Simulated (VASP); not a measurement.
# WS3 (P4mm) in VASP: single point with PBE

Aim: the single point of WS3 with PBE.

Program: VASP 6.6.1. These are calculated values, not measurements. Logs are shortened: lines on timing, memory, paths and dates and some standing lists are left out, and cuts for length are marked.

### Step 1. The cell of the first run

The structure is tetragonal, space group P4mm (No. 99). Conventional cell: a = 4.800 Å, b = 4.800 Å, c = 4.800 Å, α = 90.00°, β = 90.00°, γ = 90.00°. W (site symmetry 4mm) has 6 S at 2.27 to 2.53 Å within 3.0 Å. S (site symmetry 2mm) has 2 W at 2.40 Å within 3.2 Å. S (site symmetry 4mm) has 2 W at 2.27 to 2.53 Å within 3.0 Å.

### Step 2. Single point, PBE

INCAR

```
PREC     = Accurate       # precision mode
ENCUT    = 520            # plane-wave cutoff, eV
EDIFF    = 1E-6           # SCF threshold, eV
ISMEAR   = 0              # smearing method
SIGMA    = 0.1            # smearing width, eV
LREAL    = False          # projectors in reciprocal space
LASPH    = True           # aspherical terms in the spheres
NELM     = 60             # most SCF steps
ALGO     = Normal         # electronic algorithm
ISIF     = 2              # what is computed and relaxed
LWAVE    = False          # write WAVECAR
LCHARG   = False          # write CHGCAR
GGA      = PE             # functional
NBANDS   = 24             # bands
```

KPOINTS

```
Automatic mesh
0
Gamma
  4 4 4
```

POSCAR

```
WS3
1.0
    4.8000000000      0.0000000000      0.0000000000
    0.0000000000      4.8000000000      0.0000000000
    0.0000000000      0.0000000000      4.8000000000
W S
1 3
Direct
    0.0000000000      0.0000000000      0.9729776100
    0.0000000000      0.5000000000      0.0000000000
    0.5000000000      0.0000000000      0.0000000000
    0.0000000000      0.0000000000      0.5000000000
```

Potentials or basis: VASP PAW PBE potentials, release 64 (W_sv, S).

The run is started by

```
> cat potpaw_PBE.64/W_sv/POTCAR potpaw_PBE.64/S/POTCAR > POTCAR
> mpirun -np 1 vasp_std > vasp.out
```

OUTCAR:

```text
PREC = Accurate
   ENCUT = 520
   EDIFF = 1E-6
   ISMEAR = 0
   LREAL = False
   LASPH = True
   NELM = 60
   ISIF = 2
   GGA = PE

 ion  position               nearest neighbor table
   1  0.000  0.000  0.973-   4 2.27   3 2.40   2 2.40   2 2.40   3 2.40   4 2.53
   2  0.000  0.500  0.000-   1 2.40   1 2.40
   3  0.500  0.000  0.000-   1 2.40   1 2.40
   4  0.000  0.000  0.500-   1 2.27   1 2.53

  LATTYP: Found a simple cubic cell.
 ALAT       =     4.8000000000

  Lattice vectors:

 A1 = (   4.8000000000,   0.0000000000,   0.0000000000)
 A2 = (   0.0000000000,   4.8000000000,   0.0000000000)
 A3 = (   0.0000000000,   0.0000000000,   4.8000000000)

Analysis of symmetry for initial positions (statically):
=====================================================================
 Subroutine PRICEL returns:
 Original cell was already a primitive cell.

 Routine SETGRP: Setting up the symmetry group for a
 simple cubic supercell.

 Subroutine GETGRP returns: Found  8 space group operations
 (whereof  8 operations were pure point group operations)
 out of a pool of 48 trial point group operations.

The static configuration has the point symmetry C_4v.

Analysis of symmetry for dynamics (positions and initial velocities):
=====================================================================
 Subroutine PRICEL returns:
 Original cell was already a primitive cell.

 Routine SETGRP: Setting up the symmetry group for a
 simple cubic supercell.

 Subroutine GETGRP returns: Found  8 space group operations
 (whereof  8 operations were pure point group operations)
 out of a pool of 48 trial point group operations.

The dynamic configuration has the point symmetry C_4v.

 Subroutine INISYM returns: Found  8 space group operations
 (whereof  8 operations are pure point group operations),
 and found     1 'primitive' translations

----------------------------------------------------------------------------------------

                                     Primitive cell

  volume of cell :     110.5920

  direct lattice vectors                    reciprocal lattice vectors
     4.800000000  0.000000000  0.000000000     0.208333333  0.000000000  0.000000000
     0.000000000  4.800000000  0.000000000     0.000000000  0.208333333  0.000000000
     0.000000000  0.000000000  4.800000000     0.000000000  0.000000000  0.208333333

  length of vectors
     4.800000000  4.800000000  4.800000000     0.208333333  0.208333333  0.208333333

  position of ions in fractional coordinates (direct lattice)
     0.000000000  0.000000000  0.972977610
     0.000000000  0.500000000  0.000000000
     0.500000000  0.000000000  0.000000000
     0.000000000  0.000000000  0.500000000

  ion indices of the primitive-cell ions
   primitive index   ion index
                 1           1
                 2           2
                 3           3
                 4           4

----------------------------------------------------------------------------------------

 KPOINTS: Automatic mesh

Automatic generation of k-mesh.
 Grid dimensions read from file:
 generate k-points for:    4    4    4

 Generating k-lattice:

  Cartesian coordinates                     Fractional coordinates (reciprocal lattice)
     0.052083333  0.000000000  0.000000000     0.250000000  0.000000000  0.000000000
     0.000000000  0.052083333  0.000000000     0.000000000  0.250000000  0.000000000
     0.000000000  0.000000000  0.052083333     0.000000000  0.000000000  0.250000000

  Length of vectors
     0.052083333  0.052083333  0.052083333

  Shift w.r.t. Gamma in fractional coordinates (k-lattice)
     0.000000000  0.000000000  0.000000000

 Subroutine IBZKPT returns following result:
 ===========================================

 Found     18 irreducible k-points:

 Following reciprocal coordinates:
            Coordinates               Weight
  0.000000  0.000000  0.000000      1.000000
  0.250000  0.000000  0.000000      4.000000
  0.000000  0.000000  0.250000      2.000000
  0.500000  0.000000  0.000000      2.000000
  0.000000  0.000000  0.500000      1.000000
  0.250000  0.250000  0.000000      4.000000
[... 10 lines left out ...]
  0.250000  0.500000  0.500000      4.000000
  0.500000  0.500000  0.500000      1.000000
   k-points           NKPTS =     18   k-points in BZ     NKDIM =     18   number of bands    NBANDS=     24
   number of dos      NEDOS =    301   number of ions     NIONS =      4
   total plane-waves  NPLWV =  46656
   dimension x,y,z NGX =    36 NGY =   36 NGZ =   36
   dimension x,y,z NGXF=    72 NGYF=   72 NGZF=   72
   ions per type =               1   3
   NGX,Y,Z   is equivalent  to a cutoff of  12.47, 12.47, 12.47 a.u.
   NGXF,Y,Z  is equivalent  to a cutoff of  24.94, 24.94, 24.94 a.u.
 SYSTEM =  unknown system
   PREC   = accura    normal or accurate (medium, high low for compatibility)
   ISTART =      0    job   : 0-new  1-cont  2-samecut
   ICHARG =      2    charge: 1-file 2-atom 10-const
   ISPIN  =      1    spin polarized calculation?
   LNONCOLLINEAR =      F non collinear calculations
   LSORBIT =      F    spin-orbit coupling
   LASPH  =      T    aspherical Exc in radial PAW
   ENCUT  =  520.0 eV  38.22 Ry    6.18 a.u.   8.92  8.92  8.92*2*pi/ulx,y,z
   NELM   =     60;   NELMIN=  2; NELMDL= -5     # of ELM steps
   EDIFF  = 0.1E-05   stopping-criterion for ELM
   LREAL  =      F    real-space projection
   EDIFFG = 0.1E-04   stopping-criterion for IOM
   NSW    =      0    number of steps for IOM
   IBRION =     -1    ionic relax: 0-MD 1-quasi-New 2-CG
   NFREE  =      0    steps in history (QN), initial steepest desc. (CG)
   ISIF   =      2    stress and relaxation
   ISYM   =      2    0-nonsym 1-usesym 2-fastsym
   POTIM  = 0.5000    time-step for ionic-motion
   TEBEG  =    0.0;   TEEND  =   0.0 temperature during run
   PSTRESS=    0.0 pullay stress
   NELECT =      32.0000    total number of electrons
   NUPDOWN=      -1.0000    fix difference up-down
   EMIN   =  10.00;   EMAX   =-10.00  energy-range for DOS
   EFERMI =   0.00;   METHOD = LEGACY
   ISMEAR =     0;   SIGMA  =   0.10  broadening in eV -4-tet -1-fermi 0-gaus
   EFERMI_NEDOS =   21; number of points for ismear=-14 and -15
   IALGO  =     38    algorithm
   IMIX   =      4    mixing-type and parameters
     AMIX     =   0.40;   BMIX     =  1.00
     AMIX_MAG =   1.60;   BMIX_MAG =  1.00
  volume/ion in A,a.u.               =      27.65       186.58
  Fermi-wavevector in a.u.,A,eV,Ry     =   1.082805  2.046205 15.952378  1.172467
  Thomas-Fermi vector in A             =   2.218856
   LORBIT       =      0    0 simple, 1 ext, 2 COOP (PROOUT), +10 PAW based schemes
   GGA     = PE    functional components
   LHFCALC =     F    Hartree Fock is set to
   AEXX    =    0.0000 exact exchange contribution
   IVDW    =     0    specifies the selected vdW correction
   LEPSILON=     F    determine dielectric tensor
   LRPA    =     F    only Hartree local field effects (RPA)
 non-spin polarized calculation
 Gauss-broadening in eV      SIGMA  =   0.10
  energy-cutoff  :      520.00
  volume of cell :      110.59
 maximum number of plane-waves:      3016
 NGX is ok and might be reduce to    36
   NGX = 17   NGY = 17   NGZ = 17

 number of electron      31.9999999 magnetization

 Free energy of the ion-electron system (eV)
  ---------------------------------------------------
  ext. energy  EPLUGINS =         0.00000000
  ---------------------------------------------------
  free energy    TOTEN  =       -25.26739430 eV

  energy without entropy =      -25.26737983  energy(sigma->0) =      -25.26738706

 E-fermi :   2.1543     XC(G=0):  -8.2927

 val. band max:        1.9149514205   @ k =   0.0000   0.0000   0.0000
 cond. band min:       2.4099691290   @ k =   0.0000   0.5000   0.5000
 fundamental gap:      0.4950177085
 Fermi energy:         2.1543021930

 k-point     1 :       0.0000    0.0000    0.0000
  band No.  band energies     occupation
      1     -73.2536      2.00000
      2     -37.3941      2.00000
      3     -37.3685      2.00000
      4     -37.3685      2.00000
      5     -11.4079      2.00000
      6     -10.0420      2.00000
[... 16 lines left out ...]
     23       7.6955      0.00000
     24       9.7653      0.00000

 k-point     2 :       0.2500    0.0000    0.0000
  band No.  band energies     occupation
      1     -73.2537      2.00000
      2     -37.3940      2.00000
      3     -37.3707      2.00000
      4     -37.3685      2.00000
      5     -11.2137      2.00000
      6     -10.0202      2.00000
[... 16 lines left out ...]
     23       8.7958      0.00000
     24       9.9833      0.00000

 k-point     3 :       0.0000    0.0000    0.2500
  band No.  band energies     occupation
      1     -73.2537      2.00000
      2     -37.3963      2.00000
      3     -37.3685      2.00000
      4     -37.3685      2.00000
      5     -11.1929      2.00000
      6      -9.9974      2.00000
[... 16 lines left out ...]
     23       8.8051      0.00000
     24      10.0194      0.00000

 k-point     4 :       0.5000    0.0000    0.0000
  band No.  band energies     occupation
      1     -73.2536      2.00000
      2     -37.3940      2.00000
      3     -37.3729      2.00000
      4     -37.3684      2.00000
      5     -11.0123      2.00000
      6     -10.0042      2.00000
[... 16 lines left out ...]
     23       9.4976      0.00000
     24      11.4998      0.00000

 k-point     5 :       0.0000    0.0000    0.5000
  band No.  band energies     occupation
      1     -73.2536      2.00000
      2     -37.3985      2.00000
      3     -37.3684      2.00000
      4     -37.3684      2.00000
      5     -10.9623      2.00000
      6      -9.9527      2.00000
[... 289 lines left out ...]
 k-point    16 :       0.5000    0.5000    0.2500
  band No.  band energies     occupation
      1     -73.2536      2.00000
      2     -37.3961      2.00000
      3     -37.3728      2.00000
      4     -37.3728      2.00000
      5     -10.2604      2.00000
      6      -9.7756      2.00000
[... 16 lines left out ...]
     23       9.8347      0.00000
     24       9.8347      0.00000

 k-point    17 :       0.2500    0.5000    0.5000
  band No.  band energies     occupation
      1     -73.2536      2.00000
      2     -37.3984      2.00000
      3     -37.3728      2.00000
      4     -37.3705      2.00000
      5     -10.1609      2.00000
      6      -9.8745      2.00000
[... 16 lines left out ...]
     23       9.8324      0.00000
     24      10.3600      0.00000

 k-point    18 :       0.5000    0.5000    0.5000
  band No.  band energies     occupation
      1     -73.2536      2.00000
      2     -37.3984      2.00000
      3     -37.3727      2.00000
      4     -37.3727      2.00000
      5      -9.8555      2.00000
      6      -9.7559      2.00000
[... 16 lines left out ...]
     23       9.0410      0.00000
     24       9.5195      0.00000

------------------------ aborting loop because EDIFF is reached ----------------------------------------

  FORCE on cell =-STRESS in cart. coord.  units (eV):
  Direction    XX          YY          ZZ          XY          YZ          ZX
  --------------------------------------------------------------------------------------
  -------------------------------------------------------------------------------------
  Total       -4.2123381     -4.2123381     -2.9112404      0.0000000     -0.0000000     -0.0000000
  in kB      -61.0253243    -61.0253243    -42.1759569      0.0000000     -0.0000000     -0.0000000
  external PRESSURE =     -54.7422018 kB  Pullay stress =       0.0000000 kB

 VOLUME and BASIS-vectors are now :
 -----------------------------------------------------------------------------
  energy-cutoff  :      520.00
  volume of cell :      110.59
      direct lattice vectors                 reciprocal lattice vectors
     4.800000000  0.000000000  0.000000000     0.208333333  0.000000000  0.000000000
     0.000000000  4.800000000  0.000000000     0.000000000  0.208333333  0.000000000
     0.000000000  0.000000000  4.800000000     0.000000000  0.000000000  0.208333333

 POSITION                                       TOTAL-FORCE (eV/Angst)
 -----------------------------------------------------------------------------------
      0.00000      0.00000      4.67029         0.000000      0.000000     -0.000834
      0.00000      2.40000      0.00000        -0.000000      0.000000      0.063104
      2.40000      0.00000      0.00000        -0.000000      0.000000      0.063104
      0.00000      0.00000      2.40000        -0.000000      0.000000     -0.125374
 -----------------------------------------------------------------------------------
    total drift:                                0.000000     -0.000000      0.000267

  FREE ENERGIE OF THE ION-ELECTRON SYSTEM (eV)
  ---------------------------------------------------
  free  energy   TOTEN  =       -25.2673942956 eV

  energy  without entropy=      -25.2673798306  energy(sigma->0) =      -25.26738706
```

It took 14 s on 1 thread of Intel Xeon 6975P-C (Granite Rapids), shared host; peak memory 0.21 GiB.

Results:

```
Free energy            : -25.2674 eV
Pressure               : -5.5 GPa
Largest force          : 0.125 eV/Å
Band gap on the k mesh : zero (bands 16 and 17 overlap by 1.14 eV)
```

Forces on the atoms (eV/Å):
```
W    0.000  0.000 -0.001
S    0.000  0.000  0.063
S    0.000  0.000  0.063
S    0.000  0.000 -0.125
```

Caveat: the cell stands under tension; spin-orbit coupling is left out, which moves the levels of the heavy elements.
